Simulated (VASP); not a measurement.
Set up this calculation in VASP 6.6.1, as the native input.

```
Task                   : single point
Functional             : PBE
Potentials or basis    : VASP PAW PBE potentials, release 64 (Be, Te)
Cutoff                 : 520 eV
k mesh                 : 8 × 8 × 8
Occupations            : fermi-dirac, width 0.02 eV
Spin                   : no spin polarisation
Dipole correction      : no
Further INCAR settings : ALGO = Normal; EDIFF = 1e-06; NBANDS = 11
```

The structure of BeTe lies in POSCAR:

```
BeTe
1.0
    0.0000000000      2.8286236274      2.9700548088
    2.8286236274      0.0000000000      2.9700548088
    2.8286236274      2.8286236274      0.0000000000
Be Te
1 1
Direct
    0.0000000000      0.0000000000      0.0000000000
    0.2500000000      0.2500000000      0.2500000000
```

This cell differs from its parent crystal: uniaxial z strain +5.0%.

The input as run:

INCAR

```
SYSTEM = BeTe
PREC = Accurate
ENCUT = 520
EDIFF = 1E-6
ISMEAR = -1
SIGMA = 0.02
LREAL = .False.
LASPH = .True.
NELM = 100
ALGO = Normal
ISIF = 2
LWAVE = .False.
LCHARG = .True.
GGA = PE
LELF = .True.
LVHAR = .True.
NBANDS = 11
```

KPOINTS

```
regular mesh
0
Gamma
  8 8 8
  0 0 0
```

Potentials or basis: VASP PAW PBE potentials, release 64 (Be, Te).

Command:

```console
$ cat potpaw_PBE.64/Be/POTCAR potpaw_PBE.64/Te/POTCAR > POTCAR
$ mpirun -np 1 vasp_std > vasp.out
```

Results of the run:

| Item | Value |
| --- | --- |
| Pressure | -2.2 GPa |
| Band gap on the k mesh | 1.93 eV, indirect (least direct gap 3.27 eV) |

Caveat: the cell differs from its parent crystal (uniaxial z strain +5.0%); spin-orbit coupling is left out, which moves the levels of the heavy elements.

Wall time 48 s on 1 thread of AMD EPYC 7R13, with other jobs on the host, peak memory 0.17 GiB.
